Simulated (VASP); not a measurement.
# TiAl3 (I4/mmm) in VASP: notebook

The runs below take TiAl3 through single point, with PBE.

All numbers are computed with VASP 6.6.1; they aren't measurements. Logs are shortened: lines on timing, memory, paths and dates and some standing lists are left out, and cuts for length are marked.

## (1) The cell of the first run

It takes space group I4/mmm (No. 139, tetragonal). Conventional cell: a = 4.018 Å, b = 4.018 Å, c = 8.316 Å, α = 90.00°, β = 90.00°, γ = 90.00°. Ti (site symmetry 4/mmm) has 12 Al at 2.84 to 2.89 Å within 3.7 Å. Within 3.7 Å of Al (site symmetry 4/mmm) lie 4 Ti at 2.84 Å and 8 Al at 2.89 Å. Within 3.7 Å of Al (site symmetry -4m2) lie 8 Al at 2.84 to 2.89 Å and 4 Ti at 2.89 Å.

## (2) Single point, PBE (16.78 Å³/atom)

Contents of INCAR:

```
ALGO     = Fast           # electronic algorithm
EDIFF    = 1E-6           # SCF threshold, eV
ENCUT    = 520            # plane-wave cutoff, eV
GGA      = PE             # functional
ISIF     = 2              # what is computed and relaxed
ISMEAR   = 0              # smearing method
LASPH    = True           # aspherical terms in the spheres
LCHARG   = False          # write CHGCAR
LREAL    = False          # projectors in reciprocal space
LWAVE    = False          # write WAVECAR
NBANDS   = 18             # bands
NELM     = 80             # most SCF steps
PREC     = Accurate       # precision mode
SIGMA    = 0.15           # smearing width, eV
```

Contents of KPOINTS:

```
k-points
0
Gamma
  16 16 16
```

Contents of POSCAR:

```
TiAl3
1.0
   -2.0091466764      2.0091466764      4.1581299616
    2.0091466764     -2.0091466764      4.1581299616
    2.0091466764      2.0091466764     -4.1581299616
Ti Al
1 3
Direct
    0.0000000000      0.0000000000      0.0000000000
    0.5000000000      0.5000000000      0.0000000000
    0.7500000000      0.2500000000      0.5000000000
    0.2500000000      0.7500000000      0.5000000000
```

Potentials or basis: VASP PAW PBE potentials, release 64 (Ti_sv, Al).

Launch:

```sh
$ cat potpaw_PBE.64/Ti_sv/POTCAR potpaw_PBE.64/Al/POTCAR > POTCAR
$ mpirun -np 1 vasp_std > vasp.out
```

OUTCAR:

```text
EDIFF = 1E-6
   ENCUT = 520
   GGA = PE
   ISIF = 2
   ISMEAR = 0
   LASPH = True
   LREAL = False
   NELM = 80
   PREC = Accurate

 ion  position               nearest neighbor table
   1  0.000  0.000  0.000-   2 2.84   2 2.84   2 2.84   2 2.84   4 2.89   3 2.89   4 2.89   4 2.89
                             3 2.89   3 2.89   4 2.89   3 2.89
   2  0.500  0.500  0.000-   1 2.84   1 2.84   1 2.84   1 2.84   4 2.89   3 2.89   4 2.89   3 2.89
                             4 2.89   4 2.89   3 2.89   3 2.89
   3  0.750  0.250  0.500-   4 2.84   4 2.84   4 2.84   4 2.84   2 2.89   1 2.89   2 2.89   1 2.89
                             2 2.89   2 2.89   1 2.89   1 2.89
   4  0.250  0.750  0.500-   3 2.84   3 2.84   3 2.84   3 2.84   2 2.89   1 2.89   2 2.89   2 2.89
                             1 2.89   1 2.89   2 2.89   1 2.89

  LATTYP: Found a body centered tetragonal cell.
 ALAT       =     4.0182933528
 C/A-ratio  =     2.0696000001

  Lattice vectors:

 A1 = (  -2.0091466764,   2.0091466764,   4.1581299616)
 A2 = (   2.0091466764,  -2.0091466764,   4.1581299616)
 A3 = (   2.0091466764,   2.0091466764,  -4.1581299616)

Analysis of symmetry for initial positions (statically):
=====================================================================
 Subroutine PRICEL returns:
 Original cell was already a primitive cell.

 Routine SETGRP: Setting up the symmetry group for a
 body centered tetragonal supercell.

 Subroutine GETGRP returns: Found 16 space group operations
 (whereof 16 operations were pure point group operations)
 out of a pool of 16 trial point group operations.

The static configuration has the point symmetry D_4h.

Analysis of symmetry for dynamics (positions and initial velocities):
=====================================================================
 Subroutine PRICEL returns:
 Original cell was already a primitive cell.

 Routine SETGRP: Setting up the symmetry group for a
 body centered tetragonal supercell.

 Subroutine GETGRP returns: Found 16 space group operations
 (whereof 16 operations were pure point group operations)
 out of a pool of 16 trial point group operations.

The dynamic configuration has the point symmetry D_4h.

 Subroutine INISYM returns: Found 16 space group operations
 (whereof 16 operations are pure point group operations),
 and found     1 'primitive' translations

----------------------------------------------------------------------------------------

                                     Primitive cell

  volume of cell :      67.1400

  direct lattice vectors                    reciprocal lattice vectors
    -2.009146676  2.009146676  4.158129962     0.000000000  0.248861871  0.120246362
     2.009146676 -2.009146676  4.158129962     0.248861871  0.000000000  0.120246362
     2.009146676  2.009146676 -4.158129962     0.248861871  0.248861871  0.000000000

  length of vectors
     5.036207453  5.036207453  5.036207453     0.276389975  0.276389975  0.351943832

  position of ions in fractional coordinates (direct lattice)
     0.000000000  0.000000000  0.000000000
     0.500000000  0.500000000  0.000000000
     0.750000000  0.250000000  0.500000000
     0.250000000  0.750000000  0.500000000

  ion indices of the primitive-cell ions
   primitive index   ion index
                 1           1
                 2           2
                 3           3
                 4           4

----------------------------------------------------------------------------------------

 KPOINTS: k-points

Automatic generation of k-mesh.
 Grid dimensions read from file:
 generate k-points for:   16   16   16

 Generating k-lattice:

  Cartesian coordinates                     Fractional coordinates (reciprocal lattice)
     0.000000000  0.015553867  0.007515398     0.062500000  0.000000000 -0.000000000
     0.015553867  0.000000000  0.007515398     0.000000000  0.062500000 -0.000000000
     0.015553867  0.015553867  0.000000000     0.000000000  0.000000000  0.062500000

  Length of vectors
     0.017274373  0.017274373  0.021996490

  Shift w.r.t. Gamma in fractional coordinates (k-lattice)
     0.000000000  0.000000000  0.000000000

 Subroutine IBZKPT returns following result:
 ===========================================

 Found    349 irreducible k-points:

 Following reciprocal coordinates:
            Coordinates               Weight
  0.000000  0.000000  0.000000      1.000000
  0.062500  0.000000 -0.000000      8.000000
  0.125000  0.000000 -0.000000      8.000000
  0.187500  0.000000 -0.000000      8.000000
  0.250000  0.000000 -0.000000      8.000000
  0.312500  0.000000 -0.000000      8.000000
[... 16 lines left out ...]
 -0.125000  0.062500  0.000000     16.000000
 -0.062500  0.062500  0.000000      4.000000
 [... further k-points ...]
   k-points           NKPTS =    349   k-points in BZ     NKDIM =    349   number of bands    NBANDS=     18
   number of dos      NEDOS =    301   number of ions     NIONS =      4
   total plane-waves  NPLWV =  64000
   dimension x,y,z NGX =    40 NGY =   40 NGZ =   40
   dimension x,y,z NGXF=    80 NGYF=   80 NGZF=   80
   ions per type =               1   3
   NGX,Y,Z   is equivalent  to a cutoff of  13.20, 13.20, 13.20 a.u.
   NGXF,Y,Z  is equivalent  to a cutoff of  26.41, 26.41, 26.41 a.u.
 SYSTEM =  unknown system
   PREC   = accura    normal or accurate (medium, high low for compatibility)
   ISTART =      0    job   : 0-new  1-cont  2-samecut
   ICHARG =      2    charge: 1-file 2-atom 10-const
   ISPIN  =      1    spin polarized calculation?
   LNONCOLLINEAR =      F non collinear calculations
   LSORBIT =      F    spin-orbit coupling
   LASPH  =      T    aspherical Exc in radial PAW
   ENCUT  =  520.0 eV  38.22 Ry    6.18 a.u.   9.36  9.36  9.36*2*pi/ulx,y,z
   NELM   =     80;   NELMIN=  2; NELMDL= -5     # of ELM steps
   EDIFF  = 0.1E-05   stopping-criterion for ELM
   LREAL  =      F    real-space projection
   EDIFFG = 0.1E-04   stopping-criterion for IOM
   NSW    =      0    number of steps for IOM
   IBRION =     -1    ionic relax: 0-MD 1-quasi-New 2-CG
   NFREE  =      0    steps in history (QN), initial steepest desc. (CG)
   ISIF   =      2    stress and relaxation
   ISYM   =      2    0-nonsym 1-usesym 2-fastsym
   POTIM  = 0.5000    time-step for ionic-motion
   TEBEG  =    0.0;   TEEND  =   0.0 temperature during run
   PSTRESS=    0.0 pullay stress
   NELECT =      21.0000    total number of electrons
   NUPDOWN=      -1.0000    fix difference up-down
   EMIN   =  10.00;   EMAX   =-10.00  energy-range for DOS
   EFERMI =   0.00;   METHOD = LEGACY
   ISMEAR =     0;   SIGMA  =   0.15  broadening in eV -4-tet -1-fermi 0-gaus
   EFERMI_NEDOS =   21; number of points for ismear=-14 and -15
   IALGO  =     68    algorithm
   IMIX   =      4    mixing-type and parameters
     AMIX     =   0.40;   BMIX     =  1.00
     AMIX_MAG =   1.60;   BMIX_MAG =  1.00
  volume/ion in A,a.u.               =      16.78       113.27
  Fermi-wavevector in a.u.,A,eV,Ry     =   1.111273  2.100002 16.802215  1.234928
  Thomas-Fermi vector in A             =   2.247834
   LORBIT       =      0    0 simple, 1 ext, 2 COOP (PROOUT), +10 PAW based schemes
   GGA     = PE    functional components
   LHFCALC =     F    Hartree Fock is set to
   AEXX    =    0.0000 exact exchange contribution
   IVDW    =     0    specifies the selected vdW correction
   LEPSILON=     F    determine dielectric tensor
   LRPA    =     F    only Hartree local field effects (RPA)
 non-spin polarized calculation
 RMM-DIIS sequential band-by-band and
 Gauss-broadening in eV      SIGMA  =   0.15
  energy-cutoff  :      520.00
  volume of cell :       67.14
 maximum number of plane-waves:      1843
 NGX is ok and might be reduce to    40
   NGX = 19   NGY = 19   NGZ = 19

 number of electron      21.0000001 magnetization

 Free energy of the ion-electron system (eV)
  ---------------------------------------------------
  ext. energy  EPLUGINS =         0.00000000
  ---------------------------------------------------
  free energy    TOTEN  =       -20.48105130 eV

  energy without entropy =      -20.45367085  energy(sigma->0) =      -20.46736107

 E-fermi :   7.7071     XC(G=0): -10.5130

 val. band max:        7.7025673125   @ k =  -0.3750  -0.3750   0.1875
 cond. band min:       7.7087467909   @ k =  -0.3125  -0.4375   0.1875
 fundamental gap:      0.0061794784
 Fermi energy:         7.7070822943

 k-point     1 :       0.0000    0.0000    0.0000
  band No.  band energies     occupation
      1     -48.9874      2.00000
      2     -25.2973      2.00000
      3     -25.2973      2.00000
      4     -25.1917      2.00000
      5      -2.0901      2.00000
      6       5.4849      2.00000
[... 10 lines left out ...]
     17      11.3461      0.00000
     18      12.7955      0.00000

 k-point     2 :       0.0625    0.0000   -0.0000
  band No.  band energies     occupation
      1     -48.9874      2.00000
      2     -25.2979      2.00000
      3     -25.2972      2.00000
      4     -25.1917      2.00000
      5      -2.0448      2.00000
      6       5.1814      2.00000
[... 10 lines left out ...]
     17      11.5874      0.00000
     18      12.9999      0.00000

 k-point     3 :       0.1250    0.0000   -0.0000
  band No.  band energies     occupation
      1     -48.9873      2.00000
      2     -25.2995      2.00000
      3     -25.2971      2.00000
      4     -25.1917      2.00000
      5      -1.9093      2.00000
      6       4.7487      2.00000
[... 10 lines left out ...]
     17      11.6375      0.00000
     18      12.1193      0.00000

 k-point     4 :       0.1875    0.0000   -0.0000
  band No.  band energies     occupation
      1     -48.9872      2.00000
      2     -25.3019      2.00000
      3     -25.2970      2.00000
      4     -25.1917      2.00000
      5      -1.6850      2.00000
      6       4.2173      2.00000
[... 375 lines left out ...]
      4     -25.1915      2.00000
      5      -1.6908      2.00000
      6       4.4554      2.00000
[... 10 lines left out ...]
     17      11.6259      0.00000
     18      12.5029      0.00000

 k-point    23 :      -0.1250    0.0625    0.0000
  band No.  band energies     occupation
      1     -48.9873      2.00000
      2     -25.2994      2.00000
      3     -25.2977      2.00000
      4     -25.1916      2.00000
      5      -1.8982      2.00000
      6       5.0646      2.00000
[... 10 lines left out ...]
     17      11.5572      0.00000
     18      12.2521      0.00000

 k-point    24 :      -0.0625    0.0625    0.0000
  band No.  band energies     occupation
      1     -48.9873      2.00000
      2     -25.2978      2.00000
      3     -25.2978      2.00000
      4     -25.1916      2.00000
      5      -2.0166      2.00000
      6       5.5390      2.00000
[... 10 lines left out ...]
     17      11.5471      0.00000
     18      11.7295      0.00000

 [... further k-points ...]

------------------------ aborting loop because EDIFF is reached ----------------------------------------

  FORCE on cell =-STRESS in cart. coord.  units (eV):
  Direction    XX          YY          ZZ          XY          YZ          ZX
  --------------------------------------------------------------------------------------
  -------------------------------------------------------------------------------------
  Total       -3.5982606     -3.5982606      1.2154515      0.0000000     -0.0000000      0.0000000
  in kB      -85.8661237    -85.8661237     29.0046001      0.0000000     -0.0000000      0.0000000
  external PRESSURE =     -47.5758824 kB  Pullay stress =       0.0000000 kB

 VOLUME and BASIS-vectors are now :
 -----------------------------------------------------------------------------
  energy-cutoff  :      520.00
  volume of cell :       67.14
      direct lattice vectors                 reciprocal lattice vectors
    -2.009146676  2.009146676  4.158129962     0.000000000  0.248861871  0.120246362
     2.009146676 -2.009146676  4.158129962     0.248861871  0.000000000  0.120246362
     2.009146676  2.009146676 -4.158129962     0.248861871  0.248861871  0.000000000

 POSITION                                       TOTAL-FORCE (eV/Angst)
 -----------------------------------------------------------------------------------
      0.00000      0.00000      0.00000         0.000000     -0.000000      0.000000
      0.00000      0.00000      4.15813         0.000000     -0.000000      0.000000
      0.00000      2.00915      2.07906        -0.000000      0.000000     -0.000000
      2.00915      0.00000      2.07906         0.000000     -0.000000     -0.000000
 -----------------------------------------------------------------------------------
    total drift:                               -0.000000     -0.000000      0.000000

  FREE ENERGIE OF THE ION-ELECTRON SYSTEM (eV)
  ---------------------------------------------------
  free  energy   TOTEN  =       -20.4810513020 eV

  energy  without entropy=      -20.4536708472  energy(sigma->0) =      -20.46736107
```

It took 28 min on 1 thread of Intel Xeon 8259CL, shared host; peak memory 0.56 GiB.

Results:

```yaml
Free_energy: -20.4811 eV
Pressure: -4.8 GPa
Band_gap_on_the_k_mesh: zero (an odd number of electrons rules out a gap without spin polarisation)
```

Caveat: the stress differs along the axes, from -9 to 3 GPa.

## (3) Single point, PBE (17.64 Å³/atom)

This run uses another cell than the first one, of 17.64 Å³/atom.

Contents of INCAR:

```
PREC = Accurate ; ENCUT = 520
EDIFF = 1E-7 ; ISMEAR = 0
SIGMA = 0.15 ; LREAL = F
LASPH = T ; NELM = 60
ALGO = Fast ; ISIF = 2
LWAVE = F ; LCHARG = T
GGA = PE ; LELF = T
LVHAR = T ; NBANDS = 18
```

Contents of KPOINTS:

```
Automatic mesh
0
Gamma
  16 16 16
```

Contents of POSCAR:

```
TiAl3
1.0
   -2.0425044721      2.0425044721      4.2271672554
    2.0425044721     -2.0425044721      4.2271672554
    2.0425044721      2.0425044721     -4.2271672554
Ti Al
1 3
Direct
    0.0000000000      0.0000000000      0.0000000000
    0.5000000000      0.5000000000      0.0000000000
    0.7500000000      0.2500000000      0.5000000000
    0.2500000000      0.7500000000      0.5000000000
```

Potentials or basis: VASP PAW PBE potentials, release 64 (Ti_sv, Al).

Launch:

```sh
$ cat potpaw_PBE.64/Ti_sv/POTCAR potpaw_PBE.64/Al/POTCAR > POTCAR
$ mpirun -np 1 vasp_std > vasp.out
```

OUTCAR:

```text
PREC = Accurate
   ENCUT = 520
   EDIFF = 1E-7
   ISMEAR = 0
   LREAL = F
   LASPH = T
   NELM = 60
   ISIF = 2
   GGA = PE

 ion  position               nearest neighbor table
   1  0.000  0.000  0.000-   2 2.89   2 2.89   2 2.89   2 2.89   4 2.94   3 2.94   4 2.94   4 2.94
                             3 2.94   3 2.94   4 2.94   3 2.94
   2  0.500  0.500  0.000-   1 2.89   1 2.89   1 2.89   1 2.89   4 2.94   3 2.94   4 2.94   3 2.94
                             4 2.94   4 2.94   3 2.94   3 2.94
   3  0.750  0.250  0.500-   4 2.89   4 2.89   4 2.89   4 2.89   2 2.94   1 2.94   2 2.94   1 2.94
                             2 2.94   2 2.94   1 2.94   1 2.94
   4  0.250  0.750  0.500-   3 2.89   3 2.89   3 2.89   3 2.89   2 2.94   1 2.94   2 2.94   2 2.94
                             1 2.94   1 2.94   2 2.94   1 2.94

  LATTYP: Found a body centered tetragonal cell.
 ALAT       =     4.0850089442
 C/A-ratio  =     2.0696000000

  Lattice vectors:

 A1 = (  -2.0425044721,   2.0425044721,   4.2271672554)
 A2 = (   2.0425044721,  -2.0425044721,   4.2271672554)
 A3 = (   2.0425044721,   2.0425044721,  -4.2271672554)

Analysis of symmetry for initial positions (statically):
=====================================================================
[... 183 lines left out ...]
 Fermi energy:         7.2349519854

 k-point     1 :       0.0000    0.0000    0.0000
  band No.  band energies     occupation
      1     -49.5886      2.00000
      2     -25.8888      2.00000
      3     -25.8888      2.00000
      4     -25.7821      2.00000
      5      -2.3042      2.00000
      6       5.0475      2.00000
[... 481 lines left out ...]
      5      -2.2334      2.00000
      6       5.1000      2.00000
[... 10 lines left out ...]
     17      10.7831      0.00000
     18      11.4566      0.00000

 [... further k-points ...]

------------------------ aborting loop because EDIFF is reached ----------------------------------------

  FORCE on cell =-STRESS in cart. coord.  units (eV):
  Direction    XX          YY          ZZ          XY          YZ          ZX
  --------------------------------------------------------------------------------------
  -------------------------------------------------------------------------------------
  Total       -5.2782255     -5.2782255     -0.6901639      0.0000000      0.0000000      0.0000000
  in kB     -119.8845087   -119.8845087    -15.6757153      0.0000000      0.0000000      0.0000000
  external PRESSURE =     -85.1482442 kB  Pullay stress =       0.0000000 kB

 VOLUME and BASIS-vectors are now :
 -----------------------------------------------------------------------------
  energy-cutoff  :      520.00
  volume of cell :       70.54
      direct lattice vectors                 reciprocal lattice vectors
    -2.042504472  2.042504472  4.227167255     0.000000000  0.244797506  0.118282521
     2.042504472 -2.042504472  4.227167255     0.244797506  0.000000000  0.118282521
     2.042504472  2.042504472 -4.227167255     0.244797506  0.244797506  0.000000000

 POSITION                                       TOTAL-FORCE (eV/Angst)
 -----------------------------------------------------------------------------------
      0.00000      0.00000      0.00000         0.000000     -0.000000     -0.000000
      0.00000      0.00000      4.22717         0.000000     -0.000000     -0.000000
      0.00000      2.04250      2.11358        -0.000000      0.000000      0.000000
      2.04250      0.00000      2.11358         0.000000     -0.000000     -0.000000
 -----------------------------------------------------------------------------------
    total drift:                               -0.000000     -0.000000      0.000000

  FREE ENERGIE OF THE ION-ELECTRON SYSTEM (eV)
  ---------------------------------------------------
  free  energy   TOTEN  =       -20.3387102088 eV

  energy  without entropy=      -20.3100718407  energy(sigma->0) =      -20.32439102
```

It took 38 min on 1 thread of Intel Xeon 8259CL, shared host; peak memory 0.57 GiB.

What came out:

| Quantity | Value |
| --- | --- |
| Free energy | -20.3387 eV |
| Pressure | -8.5 GPa |
| Band gap on the k mesh | zero (an odd number of electrons rules out a gap without spin polarisation) |

Levels at points of the mesh, in eV from the Fermi level:
```
           k point  band 8  band 9  band 10  band 11  band 12  band 13  band 14  band 15
(0.00, 0.00, 0.00)   -1.37   -1.37    -1.34     0.61     1.18     1.18     1.31     2.11
(0.50, 0.00, 0.00)   -2.66   -1.21    -0.07     0.30     1.33     1.54     2.26     2.38
(0.50, 0.50, 0.00)   -3.44   -2.75    -2.00    -0.72     1.31     1.46     2.45     2.80
(0.50, 0.50, 0.50)   -1.35   -1.35    -0.24     0.57     0.57     0.76     2.75     3.67
```

Caveat: the stress differs along the axes, from -12 to -2 GPa.
